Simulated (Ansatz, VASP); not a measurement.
**MgS: VASP beside Ansatz**

```
CELL_PARAMETERS angstrom
0.00000 2.60165 2.60165
2.60165 0.00000 2.60165
2.60165 2.60165 0.00000
ATOMIC_POSITIONS crystal
Mg 0.00000 0.00000 0.00000
S 0.50000 0.50000 0.50000
```

Alike in both runs: task electric field gradients; functional PBE; k mesh 10 × 10 × 10; occupations fermi-dirac, width 0.03 eV; no spin polarisation.

|  | VASP | Ansatz |
| --- | --- | --- |
| version | VASP 6.6.1 | Ansatz 0.2.0 |
| potentials or method | VASP PAW PBE potentials, release 64 (Mg, S), cutoff 520 eV | all-electron PAW with datasets made for the crystal, scalar-relativistic |

```tsv
	VASP	Ansatz	Ansatz less VASP
gap on the k mesh at the Fermi level (eV)	2.78	2.79	+0.011
pressure (GPa)	0.9	1.1	+0.29
```

Ansatz ran all-electron here, and VASP with PAW potentials.
